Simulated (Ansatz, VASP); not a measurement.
## SrAl2O2 in VASP and in Ansatz

```
CELL_PARAMETERS angstrom
4.08488 0.00000 0.00000
0.00000 4.08488 0.00000
0.00000 0.00000 4.69539
ATOMIC_POSITIONS crystal
Sr 0.00000 0.00000 0.00000
Al 0.50000 0.50000 0.25984
Al 0.50000 0.50000 0.74016
O 0.00000 0.50000 0.50000
O 0.50000 0.00000 0.50000
```

Change from the starting cell: species swapped into the CeMg2Si2 type (P4/mmm, No. 123).

Alike in both runs: functional PBE; k mesh 10 × 10 × 8; occupations gaussian, width 0.1 eV; no spin polarisation.

Ansatz relaxed the structure, and its values are those at the end. VASP's run is a single point on that final structure, the one shown.

```csv
,VASP,Ansatz
version,VASP 6.6.1,Ansatz 0.2.0
potentials or method,"VASP PAW PBE potentials, release 64 (Sr_sv, Al, O), cutoff 520 eV","scalar-relativistic, plane waves, PAW"
valence electrons in the cell,28,28
```

|  | VASP | Ansatz | Ansatz less VASP |
| --- | --- | --- | --- |
| gap on the k mesh at the Fermi level (eV) | none | none | - |
| pressure (GPa) | 0.0 | 0.0 | -0.06 |
| rms of the force components (eV/Å) | 0.005 | 0.001 | -0.0039 |

A gap of «none» marks a metal or a gap that the smearing closes. With one functional, cell and mesh, what is left measures potentials, basis and numerics.
